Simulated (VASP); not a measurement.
Wanted: the native input for a VASP 6.6.1 run.

- Task: single point
- Functional: LDA
- Potentials or basis: VASP PAW LDA potentials, release 64 (Zn)
- Cutoff: 520 eV
- k mesh: 22 × 22 × 22
- Occupations: gaussian, width 0.15 eV
- Spin: no spin polarisation
- Dipole correction: no
- Further INCAR settings: ALGO = Fast; EDIFF = 1e-06; NBANDS = 12

The structure of Zn lies in POSCAR:

```
Zn
1.0
   -1.5219658900      1.5219658900      1.5219658900
    1.5219658900     -1.5219658900      1.5219658900
    1.5219658900      1.5219658900     -1.5219658900
Zn
1
Direct
    0.0000000000      0.0000000000      0.0000000000
```

This cell differs from its parent crystal: strain -0.030 along x and y, -0.030 along z.

One way to write it, as run:

INCAR

```
PREC     = Accurate       # precision mode
ENCUT    = 520            # plane-wave cutoff, eV
EDIFF    = 1E-6           # SCF threshold, eV
ISMEAR   = 0              # smearing method
SIGMA    = 0.15           # smearing width, eV
LREAL    = F              # projectors in reciprocal space
LASPH    = T              # aspherical terms in the spheres
NELM     = 60             # most SCF steps
ALGO     = Fast           # electronic algorithm
ISIF     = 2              # what is computed and relaxed
LWAVE    = F              # write WAVECAR
LCHARG   = F              # write CHGCAR
NBANDS   = 12             # bands
```

KPOINTS

```
Automatic mesh
0
Gamma
  22 22 22
```

Potentials or basis: VASP PAW LDA potentials, release 64 (Zn).

Command:

```bash
$ cat potpaw_LDA.64/Zn/POTCAR > POTCAR
$ mpirun -np 1 vasp_std > vasp.out
```

Results of the run:

```
Pressure               : -2.0 GPa
Band gap on the k mesh : zero (band 6 reaches 7.83 eV, above the bottom of band 7 at 2.67 eV)
```

Caveat: the cell differs from its parent crystal (strain -0.030 along x and y, -0.030 along z).

It took 25 s on 1 thread of AMD EPYC 9R14 (Zen 4) (shared host), peak memory 0.13 GiB.
